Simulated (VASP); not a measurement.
Write the native input for VASP 6.6.1 that does the following.

* Task: single point
* Functional: PBE
* Potentials or basis: VASP PAW PBE potentials, release 64 (Zn, Se)
* Cutoff: 520 eV
* k mesh: 7 × 7 × 9
* Occupations: gaussian, width 0.02 eV
* Spin: no spin polarisation
* Dipole correction: no
* Further INCAR settings: ALGO = Normal; EDIFF = 1e-07; NBANDS = 16; ISYM = 0

The structure of ZnSe lies in POSCAR:

```
ZnSe
1.0
    4.0502457815      0.0000000000      0.0000000000
    0.0000000000      4.0502457815      0.0000000000
   -2.0251228907     -2.0251228907      2.8681913750
Zn Se
1 1
Direct
    0.0000000000      0.0000000000      0.0000000000
    0.7500000000      0.2500000000      0.5000000000
```

These files were run (other wordings do the same):

INCAR

```
SYSTEM = ZnSe
  PREC = Accurate
  ENCUT = 520
  EDIFF = 1E-7
  ISMEAR = 0
  SIGMA = 0.02
  LREAL = .False.
  LASPH = .True.
  NELM = 60
  ALGO = Normal
  ISIF = 2
  LWAVE = .False.
  LCHARG = .False.
  GGA = PE
  NBANDS = 16
  ISYM = 0
```

KPOINTS

```
Automatic mesh
0
Gamma
  7 7 9
  0 0 0
```

Potentials or basis: VASP PAW PBE potentials, release 64 (Zn, Se).

Launch:

```sh
$ cat potpaw_PBE.64/Zn/POTCAR potpaw_PBE.64/Se/POTCAR > POTCAR
$ mpirun -np 1 vasp_std > vasp.out
```

Results of the run:

```yaml
Pressure: 0.3 GPa
Band_gap_on_the_k_mesh: 1.16 eV, direct
```

Run time: 2.7 min on 1 thread of Intel(R) Xeon(R) Platinum 8259CL CPU @ 2.50GHz (Skylake/Cascade Lake) (shared host), peak memory 0.3 GiB.
